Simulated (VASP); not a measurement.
Write the native input for VASP 6.6.1 that does the following.

| Property | Result |
| --- | --- |
| Task | electric field gradients |
| Functional | PBE |
| Potentials or basis | VASP PAW PBE potentials, release 64 (Fe, Pt) |
| Cutoff | 520 eV |
| k mesh | 12 × 12 × 9 |
| Occupations | fermi-dirac, width 0.05 eV |
| Spin | no spin polarisation |
| Dipole correction | no |
| Further INCAR settings | ALGO = Normal; EDIFF = 1e-08; NBANDS = 16 |

The structure of FePt lies in POSCAR:

```
FePt
1.0
    2.7216540008      0.0000000000      0.0000000000
    0.0000000000      2.7216540008      0.0000000000
    0.0000000000      0.0000000000      3.7000000000
Fe Pt
1 1
Direct
    0.5000000000      0.5000000000      0.5000000000
    0.0000000000      0.0000000000      0.0000000000
```

The input as run:

INCAR

```
SYSTEM = FePt
PREC     = Accurate       ! precision mode
ENCUT    = 520            ! plane-wave cutoff, eV
EDIFF    = 1E-8           ! SCF threshold, eV
ISMEAR   = -1             ! smearing method
SIGMA    = 0.05           ! smearing width, eV
LREAL    = .False.        ! projectors in reciprocal space
LASPH    = .True.         ! aspherical terms in the spheres
NELM     = 80             ! most SCF steps
ALGO     = Normal         ! electronic algorithm
ISIF     = 2              ! what is computed and relaxed
LWAVE    = .False.        ! write WAVECAR
LCHARG   = .False.        ! write CHGCAR
GGA      = PE             ! functional
LEFG     = .True.       
NBANDS   = 16             ! bands
```

KPOINTS

```
Automatic mesh
0
Gamma
  12 12 9
  0 0 0
```

Potentials or basis: VASP PAW PBE potentials, release 64 (Fe, Pt).

Command:

```console
$ cat potpaw_PBE.64/Fe/POTCAR potpaw_PBE.64/Pt/POTCAR > POTCAR
$ mpirun -np 1 vasp_std > vasp.out
```

It gave:

```json
{
 "Pressure": "-12.1 GPa",
 "Band gap on the k mesh": "zero (band 9 reaches 9.42 eV, above the bottom of band 10 at 8.06 eV)"
}
```

Caveat: without QUAD_EFG the Cq values of the log hold for a quadrupole moment of 1 mb, not for the nuclei; spin-orbit coupling is left out, which moves the levels of the heavy elements.

Wall time 63 s on 1 thread of AMD EPYC 7R43 64-Core Processor (Zen 3), on a shared host, peak memory 0.15 GiB.
